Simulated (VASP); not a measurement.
Here is a VASP 6.6.1 calculation.

File INCAR:

```
ALGO     = Normal         # electronic algorithm
EDIFF    = 1E-6           # SCF threshold, eV
EDIFFG   = -0.01          # ionic threshold
ENCUT    = 600            # plane-wave cutoff, eV
GGA      = RE             # functional
IBRION   = 2              # ionic algorithm
ISIF     = 3              # what is computed and relaxed
ISMEAR   = -1             # smearing method
ISPIN    = 2              # spin polarisation
IVDW     = 13             # dispersion correction
LASPH    = True           # aspherical terms in the spheres
LCHARG   = False          # write CHGCAR
LMAXMIX  = 4              # l up to which the mixer works
LORBIT   = 11             # projections on sites
LREAL    = False          # projectors in reciprocal space
LWAVE    = False          # write WAVECAR
MAGMOM   = 2 0            # initial moments
NELM     = 150            # most SCF steps
NSW      = 80             # ionic steps
PREC     = Accurate       # precision mode
SIGMA    = 0.05           # smearing width, eV
```

File KPOINTS:

```
k-points
0
Gamma
  11 11 11
```

Contents of POSCAR:

```
CoO
1.0
    0.0000000000      2.1315000000      2.1315000000
    2.1315000000      0.0000000000      2.1315000000
    2.1315000000      2.1315000000      0.0000000000
Co O
1 1
Direct
    0.0000000000      0.0000000000      0.0000000000
    0.5000000000      0.5000000000      0.5000000000
```

Potentials or basis: VASP PAW PBE potentials, release 64 (Co, O).

Command:

```console
$ cat potpaw_PBE.64/Co/POTCAR potpaw_PBE.64/O/POTCAR > POTCAR
$ mpirun -np 1 vasp_std > vasp.out
```

Task: Predict the relaxed volume.

Result: 9.41 Å³/atom.

Task: Estimate the net moment.

Result: 2.86 μB per cell.

Step by step:
| step | energy change (eV) | largest force (eV/Å) | pressure (GPa) | volume (Å³) |
| --- | --- | --- | --- | --- |
| 1 | 0.0000 | 0.0000 | -4.45 | 19.37 |
| 2 | -0.0065 | 0.0000 | 1.91 | 18.62 |
| 3 | -0.0078 | 0.0000 | 0.06 | 18.83 |

Caveat: the PAW data sets were made with another functional, which shifts forces and pressure a little; a cell with one magnetic atom can't hold antiferromagnetic order, which such compounds often take.
